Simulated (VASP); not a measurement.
# Co (Fd-3m) in VASP: single point with r2SCAN

Aim: the single point of Co with r2SCAN.

Program: VASP 6.6.1. These are calculated values, not measurements. Logs are shortened: lines on timing, memory, paths and dates and some standing lists are left out, and cuts for length are marked.

### 1 The cell of the first run

Symmetry: Fd-3m, No. 227, cubic system. The conventional cell has a = 6.472 Å, b = 6.472 Å, c = 6.472 Å, α = 90.00°, β = 90.00°, γ = 90.00°. Within 3.5 Å of Co (site symmetry -43m) lie 16 Co at 2.68 to 2.80 Å. Within 3.0 Å of Co (site symmetry -3m) lie 12 Co at 2.29 to 2.68 Å.

This isn't the form of Co at room conditions, which is hcp.

### 2 Single point, r2SCAN, collinear spin, ferromagnetic start

File POSCAR:

```
Co
1.0
    0.0000000000      3.2362235922      3.2362235922
    3.2362235922      0.0000000000      3.2362235922
    3.2362235922      3.2362235922      0.0000000000
Co
6
Direct
    0.2500000000      0.2500000000      0.2500000000
    0.0000000000      0.0000000000      0.0000000000
    0.6250000000      0.6250000000      0.1250000000
    0.6250000000      0.1250000000      0.6250000000
    0.1250000000      0.6250000000      0.6250000000
    0.6250000000      0.6250000000      0.6250000000
```

File INCAR.step1:

```
SYSTEM = Co
ALGO     = Normal         ! electronic algorithm
EDIFF    = 1E-4           ! SCF threshold, eV
ENCUT    = 520            ! plane-wave cutoff, eV
GGA      = PE             ! functional
ISMEAR   = -1             ! smearing method
ISPIN    = 2              ! spin polarisation
LASPH    = .True.         ! aspherical terms in the spheres
LCHARG   = .False.        ! write CHGCAR
LMAXMIX  = 4              ! l up to which the mixer works
LREAL    = .False.        ! projectors in reciprocal space
LWAVE    = .True.         ! write WAVECAR
MAGMOM   = 2.5 2.5 2.5 2.5 2.5 2.5 ! initial moments
NBANDS   = 40             ! bands
NELM     = 150            ! most SCF steps
PREC     = Accurate       ! precision mode
SIGMA    = 0.1            ! smearing width, eV
```

File INCAR.step2:

```
SYSTEM = Co
ALGO     = Normal         ! electronic algorithm
EDIFF    = 1E-6           ! SCF threshold, eV
ENCUT    = 520            ! plane-wave cutoff, eV
ISIF     = 2              ! what is computed and relaxed
ISMEAR   = -1             ! smearing method
ISPIN    = 2              ! spin polarisation
ISTART   = 1            
LASPH    = .True.         ! aspherical terms in the spheres
LCHARG   = .True.         ! write CHGCAR
LELF     = .True.         ! ELF
LMAXMIX  = 4              ! l up to which the mixer works
LMIXTAU  = .True.       
LORBIT   = 11             ! projections on sites
LREAL    = .False.        ! projectors in reciprocal space
LVHAR    = .True.       
LWAVE    = .False.        ! write WAVECAR
MAGMOM   = 2.5 2.5 2.5 2.5 2.5 2.5 ! initial moments
METAGGA  = R2SCAN         ! meta-GGA
NBANDS   = 40             ! bands
NELM     = 150            ! most SCF steps
PREC     = Accurate       ! precision mode
SIGMA    = 0.1            ! smearing width, eV
```

File KPOINTS:

```
k-points
0
Gamma
  5 5 5
  0 0 0
```

Potentials or basis: VASP PAW PBE potentials, release 64 (Co).

Run with:

```console
$ cat potpaw_PBE.64/Co/POTCAR > POTCAR
$ cp INCAR.step1 INCAR
$ mpirun -np 1 vasp_std > vasp.out
$ cp INCAR.step2 INCAR
$ mpirun -np 1 vasp_std > vasp.out
```

OUTCAR:

```text
SYSTEM = Co
   EDIFF = 1E-6
   ENCUT = 520
   ISIF = 2
   ISMEAR = -1
   ISPIN = 2
   ISTART = 1
   LASPH = .True.
   LORBIT = 11
   LREAL = .False.
   METAGGA = R2SCAN
   NELM = 150
   PREC = Accurate

 ion  position               nearest neighbor table
   1  0.250  0.250  0.250-   4 2.68   5 2.68   6 2.68   3 2.68   5 2.68   6 2.68   3 2.68   4 2.68
                             6 2.68   3 2.68   4 2.68   5 2.68   2 2.80   2 2.80   2 2.80   2 2.80
   2  0.000  0.000  0.000-   3 2.68   4 2.68   6 2.68   3 2.68   5 2.68   6 2.68   4 2.68   5 2.68
                             6 2.68   3 2.68   4 2.68   5 2.68   1 2.80   1 2.80   1 2.80   1 2.80
   3  0.625  0.625  0.125-   6 2.29   4 2.29   5 2.29   6 2.29   4 2.29   5 2.29   2 2.68   1 2.68
                             2 2.68   1 2.68   1 2.68   2 2.68
   4  0.625  0.125  0.625-   6 2.29   3 2.29   3 2.29   5 2.29   6 2.29   5 2.29   2 2.68   1 2.68
                             2 2.68   1 2.68   1 2.68   2 2.68
   5  0.125  0.625  0.625-   6 2.29   3 2.29   4 2.29   3 2.29   4 2.29   6 2.29   1 2.68   2 2.68
                             1 2.68   2 2.68   1 2.68   2 2.68
   6  0.625  0.625  0.625-   3 2.29   4 2.29   5 2.29   3 2.29   4 2.29   5 2.29   2 2.68   1 2.68
                             2 2.68   1 2.68   2 2.68   1 2.68

  LATTYP: Found a face centered cubic cell.
 ALAT       =     6.4724471844

  Lattice vectors:

 A1 = (   0.0000000000,   3.2362235922,   3.2362235922)
 A2 = (   3.2362235922,   0.0000000000,   3.2362235922)
 A3 = (   3.2362235922,   3.2362235922,   0.0000000000)

Analysis of symmetry for initial positions (statically):
=====================================================================
 Subroutine PRICEL returns:
 Original cell was already a primitive cell.

 Routine SETGRP: Setting up the symmetry group for a
 face centered cubic supercell.

 Subroutine GETGRP returns: Found 48 space group operations
 (whereof 24 operations were pure point group operations)
 out of a pool of 48 trial point group operations.

The static configuration has the point symmetry T_d .
 The point group associated with its full space group is O_h .

Analysis of symmetry for dynamics (positions and initial velocities):
=====================================================================
 Subroutine PRICEL returns:
 Original cell was already a primitive cell.

 Routine SETGRP: Setting up the symmetry group for a
 face centered cubic supercell.

 Subroutine GETGRP returns: Found 48 space group operations
 (whereof 24 operations were pure point group operations)
 out of a pool of 48 trial point group operations.

The dynamic configuration has the point symmetry T_d .
 The point group associated with its full space group is O_h .

Analysis of structural, dynamic, and magnetic symmetry:
=====================================================================
 Subroutine PRICEL returns:
 Original cell was already a primitive cell.

 Routine SETGRP: Setting up the symmetry group for a
 face centered cubic supercell.

 Subroutine GETGRP returns: Found 48 space group operations
 (whereof 24 operations were pure point group operations)
 out of a pool of 48 trial point group operations.

The overall configuration has the point symmetry T_d .
 The point group associated with its full space group is O_h .

 Subroutine INISYM returns: Found 48 space group operations
 (whereof 24 operations are pure point group operations),
 and found     1 'primitive' translations

----------------------------------------------------------------------------------------

                                     Primitive cell

  volume of cell :      67.7869

  direct lattice vectors                    reciprocal lattice vectors
     0.000000000  3.236223592  3.236223592    -0.154501068  0.154501068  0.154501068
     3.236223592  0.000000000  3.236223592     0.154501068 -0.154501068  0.154501068
     3.236223592  3.236223592  0.000000000     0.154501068  0.154501068 -0.154501068

  length of vectors
     4.576711295  4.576711295  4.576711295     0.267603699  0.267603699  0.267603699

  position of ions in fractional coordinates (direct lattice)
     0.250000000  0.250000000  0.250000000
     0.000000000  0.000000000  0.000000000
     0.625000000  0.625000000  0.125000000
     0.625000000  0.125000000  0.625000000
     0.125000000  0.625000000  0.625000000
     0.625000000  0.625000000  0.625000000

[... 48 lines left out ...]
   number of dos      NEDOS =    301   number of ions     NIONS =      6
   total plane-waves  NPLWV =  46656
   dimension x,y,z NGX =    36 NGY =   36 NGZ =   36
   dimension x,y,z NGXF=    72 NGYF=   72 NGZF=   72
   ions per type =               6
   NGX,Y,Z   is equivalent  to a cutoff of  13.08, 13.08, 13.08 a.u.
   NGXF,Y,Z  is equivalent  to a cutoff of  26.15, 26.15, 26.15 a.u.
 SYSTEM =  Co
   PREC   = accura    normal or accurate (medium, high low for compatibility)
   ISTART =      1    job   : 0-new  1-cont  2-samecut
   ICHARG =      0    charge: 1-file 2-atom 10-const
   ISPIN  =      2    spin polarized calculation?
   LNONCOLLINEAR =      F non collinear calculations
   LSORBIT =      F    spin-orbit coupling
   LASPH  =      T    aspherical Exc in radial PAW
   ENCUT  =  520.0 eV  38.22 Ry    6.18 a.u.   8.51  8.51  8.51*2*pi/ulx,y,z
   NELM   =    150;   NELMIN=  2; NELMDL=  0     # of ELM steps
   EDIFF  = 0.1E-05   stopping-criterion for ELM
   LREAL  =      F    real-space projection
   EDIFFG = 0.1E-04   stopping-criterion for IOM
   NSW    =      0    number of steps for IOM
   IBRION =     -1    ionic relax: 0-MD 1-quasi-New 2-CG
   NFREE  =      0    steps in history (QN), initial steepest desc. (CG)
   ISIF   =      2    stress and relaxation
   ISYM   =      2    0-nonsym 1-usesym 2-fastsym
   POTIM  = 0.5000    time-step for ionic-motion
   TEBEG  =    0.0;   TEEND  =   0.0 temperature during run
   PSTRESS=    0.0 pullay stress
   NELECT =      54.0000    total number of electrons
   NUPDOWN=      -1.0000    fix difference up-down
   EMIN   =  10.00;   EMAX   =-10.00  energy-range for DOS
   EFERMI =   0.00;   METHOD = LEGACY
   ISMEAR =    -1;   SIGMA  =   0.10  broadening in eV -4-tet -1-fermi 0-gaus
   EFERMI_NEDOS =   21; number of points for ismear=-14 and -15
   IALGO  =     38    algorithm
   IMIX   =      4    mixing-type and parameters
     AMIX     =   0.40;   BMIX     =  1.00
     AMIX_MAG =   1.60;   BMIX_MAG =  1.00
  volume/ion in A,a.u.               =      11.30        76.24
  Fermi-wavevector in a.u.,A,eV,Ry     =   1.517601  2.867850 31.335746  2.303112
  Thomas-Fermi vector in A             =   2.626834
   LORBIT       =     11    0 simple, 1 ext, 2 COOP (PROOUT), +10 PAW based schemes
   METAGGA = R2SCAN    functional components
   LHFCALC =     F    Hartree Fock is set to
   AEXX    =    0.0000 exact exchange contribution
   IVDW    =     0    specifies the selected vdW correction
   LEPSILON=     F    determine dielectric tensor
   LRPA    =     F    only Hartree local field effects (RPA)
 spin polarized calculation
  energy-cutoff  :      520.00
  volume of cell :       67.79
 maximum number of plane-waves:      1849
 NGX is ok and might be reduce to    36
   NGX = 17   NGY = 17   NGZ = 17

 number of electron      54.0000031 magnetization      11.3588384

 Free energy of the ion-electron system (eV)
  ---------------------------------------------------
  ext. energy  EPLUGINS =         0.00000000
  ---------------------------------------------------
  free energy    TOTEN  =       -78.44388987 eV

  energy without entropy =      -78.28896730  energy(sigma->0) =      -78.36642859

 E-fermi :  10.0908     XC(G=0): -14.3663

 val. band max:       10.0856645432   @ k =  -0.4000   0.4000   0.0000
 cond. band min:      10.1092746298   @ k =  -0.4000   0.4000   0.0000
 fundamental gap:      0.0236100867
 Fermi energy:        10.0908158260

 spin component 1

 k-point     1 :       0.0000    0.0000    0.0000
  band No.  band energies     occupation
      1       0.5712      1.00000
      2       3.0140      1.00000
      3       4.1841      1.00000
      4       4.1841      1.00000
      5       4.1841      1.00000
      6       4.8436      1.00000
[... 409 lines left out ...]
     38      18.4739      0.00000
     39      20.7405      0.00000
 Fermi energy:        10.0908158260

 spin component 2

 k-point     1 :       0.0000    0.0000    0.0000
  band No.  band energies     occupation
      1       0.0911      1.00000
      2       4.6907      1.00000
      3       5.8644      1.00000
      4       5.8644      1.00000
      5       5.8644      1.00000
      6       6.7068      1.00000
[... 409 lines left out ...]
     38      19.3303      0.00000
     39      21.4689      0.00000
 [bands above 39 left out]

------------------------ aborting loop because EDIFF is reached ----------------------------------------

  FORCE on cell =-STRESS in cart. coord.  units (eV):
  Direction    XX          YY          ZZ          XY          YZ          ZX
  --------------------------------------------------------------------------------------
  -------------------------------------------------------------------------------------
  Total       -0.0588019     -0.0588019     -0.0588019     -0.0000000     -0.0000000      0.0000000
  in kB       -1.3898121     -1.3898121     -1.3898121     -0.0000000     -0.0000000      0.0000000
  external PRESSURE =      -1.3898121 kB  Pullay stress =       0.0000000 kB

 VOLUME and BASIS-vectors are now :
 -----------------------------------------------------------------------------
  energy-cutoff  :      520.00
  volume of cell :       67.79
      direct lattice vectors                 reciprocal lattice vectors
     0.000000000  3.236223592  3.236223592    -0.154501068  0.154501068  0.154501068
     3.236223592  0.000000000  3.236223592     0.154501068 -0.154501068  0.154501068
     3.236223592  3.236223592  0.000000000     0.154501068  0.154501068 -0.154501068

 POSITION                                       TOTAL-FORCE (eV/Angst)
 -----------------------------------------------------------------------------------
      1.61811      1.61811      1.61811         0.000000      0.000000      0.000000
      0.00000      0.00000      0.00000        -0.000000     -0.000000     -0.000000
      2.42717      2.42717      4.04528        -0.000000      0.000000      0.000000
      2.42717      4.04528      2.42717        -0.000000      0.000000      0.000000
      4.04528      2.42717      2.42717        -0.000000      0.000000      0.000000
      4.04528      4.04528      4.04528        -0.000000      0.000000      0.000000
 -----------------------------------------------------------------------------------
    total drift:                                0.000000      0.000000      0.000000

  FREE ENERGIE OF THE ION-ELECTRON SYSTEM (eV)
  ---------------------------------------------------
  free  energy   TOTEN  =       -78.4438898735 eV

  energy  without entropy=      -78.2889673041  energy(sigma->0) =      -78.36642859

 total charge

# of ion       s       p       d       tot
------------------------------------------
    1        0.419   0.435   7.139   7.993
    2        0.419   0.435   7.139   7.993
    3        0.562   0.621   7.245   8.427
    4        0.562   0.621   7.245   8.427
    5        0.562   0.621   7.245   8.427
    6        0.562   0.621   7.245   8.427
--------------------------------------------------
tot          3.084   3.354  43.257  49.696

 magnetization (x)

# of ion       s       p       d       tot
------------------------------------------
    1        0.001  -0.053   2.067   2.015
    2        0.001  -0.053   2.067   2.015
    3       -0.000  -0.078   2.000   1.922
    4       -0.000  -0.078   2.000   1.922
    5       -0.000  -0.078   2.000   1.922
    6       -0.000  -0.078   2.000   1.922
--------------------------------------------------
tot          0.001  -0.419  12.136  11.718
```

Run time: 7.1 min. Hardware: 1 thread of Intel Xeon Platinum 8375C at 2.90GHz (Ice Lake), shared host; peak memory 0.26 GiB.

What came out:

| Property | Result |
| --- | --- |
| Free energy | -78.4439 eV |
| Pressure | -0.1 GPa |
| Net moment | 11.36 μB per cell |
| Site moments | Co +2.02, +1.92 (each value once) μB |
| Valence electrons inside the program's atomic spheres | Co 7.99, 8.43 (each value once) |

Caveat: the PAW data sets were made with another functional, which shifts forces and pressure a little.
